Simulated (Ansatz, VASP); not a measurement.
**Zn: VASP beside Ansatz**

INCAR

```
SYSTEM = Zn
  ALGO = Fast
  EDIFF = 1E-7
  ENCUT = 520
  ISIF = 2
  ISMEAR = 0
  LASPH = .True.
  LCHARG = .False.
  LREAL = .False.
  LWAVE = .False.
  NBANDS = 12
  NELM = 60
  PREC = Accurate
  SIGMA = 0.15
```

KPOINTS

```
k-points
0
Gamma
  22 22 22
  0 0 0
```

File POSCAR:

```
Zn
1.0
   -1.6582805699      1.4706490880      1.4706490880
    1.4706490880     -1.6582805699      1.4706490880
    1.4706490880      1.4706490880     -1.6582805699
Zn
1
Direct
    0.0000000000      0.0000000000      0.0000000000
```

Input for Ansatz:

```yaml
crystal:
  lattice:
    - [-1.6582805699, 1.470649088, 1.470649088]
    - [1.470649088, -1.6582805699, 1.470649088]
    - [1.470649088, 1.470649088, -1.6582805699]
  atoms:
    - { symbol: Zn, position: [0.0, 0.0, 0.0] }
basis:
  ecutwfc: 520.0
kpoints:
  mp_grid: { grid: [22, 22, 22] }
hamiltonian:
  xc: lda
  pseudopotentials: { kind: paw }
scf:
  occupations: { method: gaussian, width: 0.15 }
output:
  forces: true
  stress: true
  eigenvalues: true
```

Alike in both runs: task single point; functional LDA; k mesh 22 × 22 × 22; occupations gaussian, width 0.15 eV; no spin polarisation.

|  | VASP | Ansatz |
| --- | --- | --- |
| version | VASP 6.6.1 | Ansatz 0.2.0 |
| potentials or method | VASP PAW LDA potentials, release 64 (Zn), cutoff 520 eV | scalar-relativistic, plane waves, PAW |
| valence electrons in the cell | 12 | 12 |

```tsv
	VASP	Ansatz	Ansatz less VASP
gap on the k mesh at the Fermi level (eV)	none	none	-
pressure (GPa)	20.7	19.5	-1.19
traceless stress, the component that is largest in VASP (GPa)	15.60	15.14	-0.464
```

LDA's correlation is that of Perdew and Zunger in VASP and of Perdew and Wang (1992) in Ansatz. A gap of «none» marks a metal or a gap that the smearing closes.
